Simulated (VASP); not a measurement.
# Dy: relaxation of cell and atoms with PBE

Crystal: Dy.

```
Dy
1.0
     3.59000    0.00000    0.00000
    -1.79500    3.10903    0.00000
     0.00000    0.00000    5.64707
Dy
2
Cartesian
  0.0000 2.0727 4.2353
  1.7950 1.0363 1.4118
```

- Program: VASP 6.6.1
- Task: relaxation of cell and atoms
- Functional: PBE
- Potentials or basis: VASP PAW PBE potentials, release 64 (Dy)
- Cutoff: 600 eV
- k mesh: 6 × 6 × 4
- Occupations: gaussian, width 0.05 eV
- Spin: collinear spin, ferromagnetic start
- Starting moments: [5.0, 5.0] μB
- Dipole correction: no
- Further INCAR settings: ALGO = Normal; EDIFF = 1e-07; IBRION = 2; EDIFFG = -0.03; NSW = 80; ISIF = 3

| Quantity | Value |
| --- | --- |
| Relaxed volume | 33.43 Å³/atom |
| Relaxed cell | a = 3.642 Å, b = 3.642 Å, c = 5.821 Å, α = 90.00°, β = 90.00°, γ = 120.00° |
| Space group after relaxing (to 0.05 Å) | P6_3/mmc (No. 194) |
| Energy gained by relaxing | 11.3 meV/atom |
| Ionic steps | 3 |
| Pressure after relaxing | 0.0 GPa |
| Net moment | 9.60 μB per cell |
| Site moments | Dy +4.61 μB |
| Valence electrons inside the program's atomic spheres | Dy 17.74 |

Stress tensor (GPa, compression positive):
```
-0.11  0.00  0.00
 0.00 -0.11  0.00
 0.00  0.00  0.12
```

Step by step:
```
step  energy change (eV)  largest force (eV/Å)  pressure (GPa)  volume (Å³)
   1              0.0000                0.0000            1.70        63.03
   2             -0.0218                0.0000            0.25        66.13
   3             -0.0226                0.0000           -0.03        66.85
```

Final structure:
```
Dy
1.0
     3.64157    0.00000    0.00000
    -1.82078    3.15369    0.00000
     0.00000    0.00000    5.82111
Dy
2
Direct
  0.33333 0.66667 0.75000
  0.66667 0.33333 0.25000
```

Levels at points of the mesh, in eV from the Fermi level:
Spin up:
| k point | band 22 | band 23 | band 24 | band 25 | band 26 | band 27 | band 28 | band 29 |
| --- | --- | --- | --- | --- | --- | --- | --- | --- |
| (0.00, 0.00, 0.00) | -2.64 | -2.64 | -2.03 | 0.92 | 2.02 | 2.02 | 2.17 | 2.66 |
| (0.50, 0.00, 0.00) | -2.52 | -1.82 | -1.17 | -0.85 | 0.05 | 1.44 | 1.65 | 2.26 |
| (0.00, 0.00, 0.50) | -2.90 | -2.62 | -2.62 | 1.04 | 1.04 | 1.93 | 1.93 | 1.93 |
| (0.50, 0.00, 0.50) | -2.52 | -1.77 | -1.77 | 0.12 | 0.12 | 1.59 | 1.59 | 3.08 |
Spin down:
```tsv
k point	band 13	band 14	band 15	band 16	band 17	band 18
(0.00, 0.00, 0.00)	-0.40	-0.35	0.03	0.03	0.07	0.07
(0.50, 0.00, 0.00)	-0.47	-0.25	-0.20	0.04	0.10	0.11
(0.00, 0.00, 0.50)	-0.36	-0.36	0.05	0.05	0.05	0.05
(0.50, 0.00, 0.50)	-0.22	-0.22	-0.04	-0.04	0.13	0.13
```

Wall time 12 min on 1 thread of Intel(R) Xeon(R) 6975P-C (Granite Rapids), with other jobs on the host, peak memory 0.33 GiB.

Caveat: the magnetic or orbital state may not be the lowest; spin-orbit coupling is left out, which moves the levels of the heavy elements. The state reached can hang on the start; a lower one may exist.
